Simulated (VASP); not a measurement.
Li, 1 atom in the cell. The cell holds a cluster in a box, 1 atom: a = 9.000 Å, b = 9.300 Å, c = 9.600 Å, α = 90.00°, β = 90.00°, γ = 90.00°. 

```yaml
Program: VASP 6.6.1
Task: single point
Functional: PBE
Potentials_or_basis: VASP PAW PBE potentials, release 64 (Li_sv)
Cutoff: 650 eV
k_mesh: 1 × 1 × 1
Occupations: fermi-dirac, width 0.49 eV
Spin: collinear spin
Starting_moments: "[1.0] μB"
Dipole_correction: no
Further_INCAR_settings: ALGO = Normal; EDIFF = 1e-06; NBANDS = 12
```

Potentials or basis: VASP PAW PBE potentials, release 64 (Li_sv).

Command:

```bash
$ cat potpaw_PBE.64/Li_sv/POTCAR > POTCAR
$ mpirun -np 1 vasp_gam > vasp.out
```

Hardware: 1 thread of Intel(R) Xeon(R) 6975P-C (Granite Rapids), on a shared host.

Question: How long does it take, and how much memory?

Answer: Run time: 110 s on 1 thread of Intel(R) Xeon(R) 6975P-C (Granite Rapids) (shared host), peak memory 1.3 GiB. Counts: scf iterations 31, k points 1.
